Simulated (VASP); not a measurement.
# Al2Cu (I4/mmm) in VASP: further runs

Al2Cu is run at these levels: PBEsol; tasks: relaxation of cell and atoms.

Program: VASP 6.6.1. These are calculated values, not measurements. Logs are shortened: lines on timing, memory, paths and dates and some standing lists are left out, and cuts for length are marked.

### 1 The cell of the first run

It takes space group I4/mmm (No. 139, tetragonal). Conventional cell: a = 4.061 Å, b = 4.061 Å, c = 5.702 Å, α = 90.00°, β = 90.00°, γ = 90.00°. Cu (site symmetry 4/mmm) has 8 Al at 2.48 Å within 3.3 Å. Within 3.3 Å of Al (site symmetry -4m2) lie 4 Cu at 2.48 Å and 6 Al at 2.85 to 2.87 Å.

### 2 Relaxation of cell and atoms, PBEsol, target pressure 20 GPa, at which the enthalpy is minimised

Contents of INCAR:

```
SYSTEM = Al2Cu
PREC     = Accurate       ! precision mode
ENCUT    = 600            ! plane-wave cutoff, eV
EDIFF    = 1E-6           ! SCF threshold, eV
ISMEAR   = -1             ! smearing method
SIGMA    = 0.05           ! smearing width, eV
LREAL    = .FALSE.        ! projectors in reciprocal space
LASPH    = .TRUE.         ! aspherical terms in the spheres
NELM     = 100            ! most SCF steps
ALGO     = Fast           ! electronic algorithm
ISIF     = 3              ! what is computed and relaxed
LWAVE    = .FALSE.        ! write WAVECAR
LCHARG   = .FALSE.        ! write CHGCAR
GGA      = PS             ! functional
IBRION   = 2              ! ionic algorithm
NSW      = 60             ! ionic steps
EDIFFG   = -0.01          ! ionic threshold
PSTRESS  = 200.0
```

Contents of KPOINTS:

```
Automatic mesh
0
G
  9 9 9
  0 0 0
```

Contents of POSCAR:

```
Al2Cu
1.0
   -2.0303375000      2.0303375000      2.8510940000
    2.0303375000     -2.0303375000      2.8510940000
    2.0303375000      2.0303375000     -2.8510940000
Cu Al
1 2
Direct
    0.5000000000      0.5000000000      0.0000000000
    0.2500000000      0.7500000000      0.5000000000
    0.7500000000      0.2500000000      0.5000000000
```

Potentials or basis: VASP PAW PBE potentials, release 64 (Cu, Al).

The run is started by

```sh
> cat potpaw_PBE.64/Cu/POTCAR potpaw_PBE.64/Al/POTCAR > POTCAR
> mpirun -np 1 vasp_std > vasp.out
```

OUTCAR:

```text
SYSTEM = Al2Cu
   PREC = Accurate
   ENCUT = 600
   EDIFF = 1E-6
   ISMEAR = -1
   LREAL = .FALSE.
   LASPH = .TRUE.
   NELM = 100
   ISIF = 3
   GGA = PS
   IBRION = 2
   NSW = 60
   EDIFFG = -0.01
   PSTRESS = 200.0

 ion  position               nearest neighbor table
   1  0.500  0.500  0.000-   2 2.48   3 2.48   2 2.48   3 2.48   2 2.48   3 2.48   2 2.48   3 2.48

   2  0.250  0.750  0.500-   1 2.48   1 2.48   1 2.48   1 2.48   3 2.85   3 2.85   3 2.87   3 2.87
                             3 2.87   3 2.87
   3  0.750  0.250  0.500-   1 2.48   1 2.48   1 2.48   1 2.48   2 2.85   2 2.85   2 2.87   2 2.87
                             2 2.87   2 2.87

  LATTYP: Found a body centered tetragonal cell.
 ALAT       =     4.0606750000
 C/A-ratio  =     1.4042463384

  Lattice vectors:

 A1 = (  -2.0303375000,   2.0303375000,   2.8510940000)
 A2 = (   2.0303375000,  -2.0303375000,   2.8510940000)
 A3 = (   2.0303375000,   2.0303375000,  -2.8510940000)

Analysis of symmetry for initial positions (statically):
=====================================================================
 Subroutine PRICEL returns:
 Original cell was already a primitive cell.

 Routine SETGRP: Setting up the symmetry group for a
 body centered tetragonal supercell.

 Subroutine GETGRP returns: Found 16 space group operations
 (whereof 16 operations were pure point group operations)
 out of a pool of 16 trial point group operations.

The static configuration has the point symmetry D_4h.

Analysis of symmetry for dynamics (positions and initial velocities):
=====================================================================
 Subroutine PRICEL returns:
 Original cell was already a primitive cell.

 Routine SETGRP: Setting up the symmetry group for a
 body centered tetragonal supercell.

 Subroutine GETGRP returns: Found 16 space group operations
 (whereof 16 operations were pure point group operations)
 out of a pool of 16 trial point group operations.

The dynamic configuration has the point symmetry D_4h.

 Subroutine INISYM returns: Found 16 space group operations
 (whereof 16 operations are pure point group operations),
 and found     1 'primitive' translations

----------------------------------------------------------------------------------------

                                     Primitive cell

  volume of cell :      47.0119

  direct lattice vectors                    reciprocal lattice vectors
    -2.030337500  2.030337500  2.851094000     0.000000000  0.246264476  0.175371279
     2.030337500 -2.030337500  2.851094000     0.246264476  0.000000000  0.175371279
[... 178 lines left out ...]

  FORCE on cell =-STRESS in cart. coord.  units (eV):
  Direction    XX          YY          ZZ          XY          YZ          ZX
  --------------------------------------------------------------------------------------
  -------------------------------------------------------------------------------------
  Total       30.0398741     30.0398741     28.3238074      0.0000000      0.0000000      0.0000000
  in kB     1376.2491306   1376.2491306   1297.6291149      0.0000000      0.0000000      0.0000000
  external PRESSURE =    1150.0424587 kB  Pullay stress =     200.0000000 kB
[... 26 lines left out ...]
--------------------------------------- Ionic step        3  -------------------------------------------

 number of electron      16.9999997 magnetization

 E-fermi :  11.4982     XC(G=0): -11.0000

 val. band max:       11.4777257122   @ k =  -0.2222  -0.3333   0.1111
 cond. band min:      11.5031572865   @ k =  -0.3333  -0.3333   0.1111
 fundamental gap:      0.0254315743
 Fermi energy:        11.4982187245

 k-point     1 :       0.0000    0.0000    0.0000
  band No.  band energies     occupation
      1      -3.2049      2.00000
      2      -2.7502      2.00000
      3      -2.7501      2.00000
      4      -2.7468      2.00000
      5      -2.5910      2.00000
      6      -2.5827      2.00000
      7       9.7818      2.00000
      8       9.7818      2.00000
      9       9.8185      2.00000
     10      10.2606      2.00000
     11      10.3094      2.00000
     12      10.3094      2.00000
[... 333 lines left out ...]
      1      -2.8440      2.00000
      2      -2.6918      2.00000
      3      -2.6147      2.00000
      4      -2.5401      2.00000
      5       1.4025      2.00000
      6       1.4757      2.00000
      7       4.4521      2.00000
      8       5.5235      2.00000
      9       7.9110      2.00000
     10       9.3755      2.00000
     11      49.3305      0.00000
     12      74.4194      0.00000

 [... further k-points ...]

------------------------ aborting loop EDIFF was not reached (unconverged)  ----------------------------

  FORCE on cell =-STRESS in cart. coord.  units (eV):
  Direction    XX          YY          ZZ          XY          YZ          ZX
  --------------------------------------------------------------------------------------
  -------------------------------------------------------------------------------------
  Total       12.2937345     12.2937345     11.8786477      0.0000000      0.0000000      0.0000000
  in kB      442.0659205    442.0659205    427.1399652      0.0000000      0.0000000      0.0000000
  external PRESSURE =     237.0906021 kB  Pullay stress =     200.0000000 kB
[... 22 lines left out ...]
  energy  without entropy=        3.9532989962  energy(sigma->0) =        3.94878314

  enthalpy is  TOTEN    =         9.5062135484 eV   P V=        5.5619462736

[... ionic steps 4 to 10 ...]

--------------------------------------- Ionic step       11  -------------------------------------------

 number of electron      17.0000009 magnetization

------------------------ aborting loop because EDIFF is reached ----------------------------------------
[... 73 lines left out ...]
--------------------------------------- Ionic step       13  -------------------------------------------

 number of electron      17.0000009 magnetization

 Free energy of the ion-electron system (eV)
  ---------------------------------------------------
  ext. energy  EPLUGINS =         0.00000000
  ---------------------------------------------------
  free energy    TOTEN  =       -12.66370051 eV

  energy without entropy =      -12.65106912  energy(sigma->0) =      -12.65738482

 E-fermi :   8.5743     XC(G=0): -11.2310

 val. band max:        8.5655902534   @ k =  -0.4444   0.1111   0.0000
 cond. band min:       8.5902644395   @ k =  -0.2222  -0.3333   0.1111
 fundamental gap:      0.0246741861
 Fermi energy:         8.5743116261

 k-point     1 :       0.0000    0.0000    0.0000
  band No.  band energies     occupation
      1      -2.6177      2.00000
      2       3.3725      2.00000
      3       3.3779      2.00000
      4       3.3779      2.00000
      5       4.0106      2.00000
      6       4.0214      2.00000
      7      11.5084      0.00000
      8      11.5084      0.00000
      9      11.5576      0.00000
     10      12.0007      0.00000
     11      12.0763      0.00000
     12      12.0763      0.00000
[... 379 lines left out ...]
  energy  without entropy=      -12.6510691226  energy(sigma->0) =      -12.65738482

  enthalpy is  TOTEN    =        -7.5638463094 eV   P V=        5.0998542018

 reached required accuracy - stopping structural energy minimisation
```

OSZICAR:

```text
N       E                     dE             d eps       ncg     rms          rms(c)
DAV:   1     0.731220513142E+02    0.73122E+02   -0.76757E+03  1800   0.169E+03
[... 343 lines left out ...]
       N       E                     dE             d eps       ncg     rms          rms(c)
DAV:   1    -0.126648521884E+02    0.88437E-02   -0.14639E-02  2144   0.407E+00    0.286E-01
RMM:   2    -0.126645973336E+02    0.25485E-03   -0.12245E-02  1812   0.221E+00    0.205E-01
RMM:   3    -0.126637247930E+02    0.87254E-03   -0.30867E-03  1802   0.133E+00    0.563E-02
RMM:   4    -0.126637051999E+02    0.19593E-04   -0.19247E-04  1962   0.161E-01    0.243E-02
RMM:   5    -0.126636991130E+02    0.60869E-05   -0.49527E-05  1807   0.138E-01    0.294E-03
RMM:   6    -0.126637006640E+02   -0.15510E-05   -0.18362E-05  1760   0.382E-02    0.560E-03
RMM:   7    -0.126637005111E+02    0.15288E-06   -0.28273E-06  1354   0.316E-02
  13 F= -.75638463E+01 E0= -.75575306E+01  d E =-.803829E-04
```

CONTCAR:

```text
Al2Cu
   1.00000000000000
    -1.9370643806577681    1.9370643806577681    2.7220133148741041
     1.9370643806577681   -1.9370643806577681    2.7220133148741041
     1.9370643806577681    1.9370643806577681   -2.7220133148741041
  Cu              Al
     1     2
Direct
     0.5000000000000000    0.5000000000000000    0.0000000000000000
     0.2500000000000000    0.7500000000000000    0.5000000000000000
     0.7500000000000000    0.2500000000000000    0.5000000000000000

  0.00000000E+00  0.00000000E+00  0.00000000E+00
  0.00000000E+00  0.00000000E+00  0.00000000E+00
  0.00000000E+00  0.00000000E+00  0.00000000E+00
```

It took 15 min on 1 thread of Intel Xeon Platinum 8259CL at 2.50GHz (Skylake/Cascade Lake), shared host; peak memory 0.23 GiB.

What came out:

```yaml
Free_energy: -12.6637 eV
Relaxed_volume: 13.62 Å³/atom
Relaxed_cell: a = 3.862 Å, b = 3.862 Å, c = 3.862 Å, α = 119.79°, β = 119.79°, γ = 90.37°
Space_group_after_relaxing_to_0.05_Å: Fm-3m (No. 225)
Energy_change_on_relaxing_the_enthalpy_is_what_falls: +114.3 meV/atom
Ionic_steps: 13
Pressure_after_relaxing: 20.0 GPa
```

Stress tensor (GPa, compression positive):
```
20.01  0.00  0.00
 0.00 20.01  0.00
 0.00  0.00 20.10
```

The path:
| step | energy change (eV) | largest force (eV/Å) | pressure (GPa) | volume (Å³) |
| --- | --- | --- | --- | --- |
| 1 | 0.0000 | 0.0000 | 0.10 | 47.01 |
| 2 | 87.9842 | 0.0000 | 135.00 | 34.97 |
| 3 | 16.9508 | 0.0000 | 43.71 | 44.56 |
| 4 | 0.9589 | 0.0000 | 5.14 | 45.85 |
| 5 | 0.0264 | 0.0000 | 4.56 | 45.20 |
| 6 | 0.0367 | 0.0000 | 5.58 | 44.88 |
| 7 | 0.0424 | 0.0000 | 6.02 | 44.72 |
| 8 | 0.0455 | 0.0000 | 6.26 | 44.64 |
| 9 | 0.4208 | 0.0000 | 22.77 | 40.27 |
| 10 | 0.3439 | 0.0000 | 19.71 | 40.85 |
| 11 | 0.3531 | 0.0000 | 20.40 | 40.77 |
| 12 | 0.3328 | 0.0000 | 19.43 | 40.94 |
| 13 | 0.3428 | 0.0000 | 20.04 | 40.85 |

Final structure:
```
Cu Al
1.0
    -1.93706    1.93706    2.72201
     1.93706   -1.93706    2.72201
     1.93706    1.93706   -2.72201
Cu Al
1 2
Direct
  0.50000 0.50000 0.00000
  0.25000 0.75000 0.50000
  0.75000 0.25000 0.50000
```

Levels at points of the mesh, in eV from the Fermi level:
| k point | band 6 | band 7 | band 8 | band 9 | band 10 | band 11 | band 12 |
| --- | --- | --- | --- | --- | --- | --- | --- |
| (0.00, 0.00, 0.00) | -4.55 | 2.93 | 2.93 | 2.98 | 3.43 | 3.50 | 3.50 |

Caveat: the cell is relaxed towards a set pressure, so the enthalpy falls and the energy may rise; the PAW data sets were made with another functional, which shifts forces and pressure a little.

### 3 Relaxation of cell and atoms, PBEsol, target pressure 30 GPa, at which the enthalpy is minimised

Contents of INCAR:

```
ALGO = Normal ; EDIFF = 1E-6
EDIFFG = -0.01 ; ENCUT = 600
GGA = PS ; IBRION = 2
ISIF = 3 ; ISMEAR = -1
LASPH = True ; LCHARG = False
LREAL = False ; LWAVE = False
NELM = 80 ; NSW = 60
PREC = Accurate ; PSTRESS = 300.0
SIGMA = 0.05
```

Contents of KPOINTS:

```
k-points
0
Gamma
  9 9 9
```

POSCAR is that of step 2.

Potentials or basis: VASP PAW PBE potentials, release 64 (Cu, Al).

The run is started by

```sh
> cat potpaw_PBE.64/Cu/POTCAR potpaw_PBE.64/Al/POTCAR > POTCAR
> mpirun -np 1 vasp_std > vasp.out
```

Wall time 2.8 min (1 thread of Intel Xeon Platinum 8259CL at 2.50GHz (Skylake/Cascade Lake), shared host); peak memory 0.23 GiB.

Results (log left out):

```yaml
Free_energy: -12.3564 eV
Relaxed_volume: 12.96 Å³/atom
Relaxed_cell: a = 3.798 Å, b = 3.798 Å, c = 3.798 Å, α = 119.78°, β = 119.78°, γ = 90.38°
Space_group_after_relaxing_to_0.05_Å: I4/mmm (No. 139)
Energy_change_on_relaxing_the_enthalpy_is_what_falls: +216.7 meV/atom
Ionic_steps: 7
Pressure_after_relaxing: 30.1 GPa
```

Step by step:
| step | energy change (eV) | largest force (eV/Å) | pressure (GPa) | volume (Å³) |
| --- | --- | --- | --- | --- |
| 1 | 0.0000 | 0.0000 | 0.22 | 47.01 |
| 2 | 4.4857 | 0.0000 | 123.27 | 29.85 |
| 3 | 0.5550 | 0.0000 | 27.09 | 39.40 |
| 4 | 0.6275 | 0.0000 | 29.50 | 38.99 |
| 5 | 0.6554 | 0.0000 | 30.25 | 38.84 |
| 6 | 0.6365 | 0.0000 | 29.64 | 38.94 |
| 7 | 0.6501 | 0.0000 | 30.05 | 38.87 |

Final structure:
```cif
data_structure
_symmetry_space_group_name_H-M 'P 1'
_symmetry_Int_Tables_number 1
_cell_length_a 3.7980
_cell_length_b 3.7980
_cell_length_c 3.7980
_cell_angle_alpha 119.780
_cell_angle_beta 119.780
_cell_angle_gamma 90.382
_cell_volume 38.87
loop_
_atom_site_label
_atom_site_type_symbol
_atom_site_fract_x
_atom_site_fract_y
_atom_site_fract_z
_atom_site_occupancy
Cu1 Cu 0.50000 0.50000 0.00000 1
Al1 Al 0.25000 0.75000 0.50000 1
Al2 Al 0.75000 0.25000 0.50000 1
```

Levels at points of the mesh, in eV from the Fermi level:
```
           k point  band 7  band 8  band 9  band 10  band 11  band 12
(0.00, 0.00, 0.00)    2.94    2.94    2.99     3.62     3.70     3.70
```

Caveat: the cell is relaxed towards a set pressure, so the enthalpy falls and the energy may rise; the volume moved by over 15 % at a fixed basis, so the end points are rough; the PAW data sets were made with another functional, which shifts forces and pressure a little.
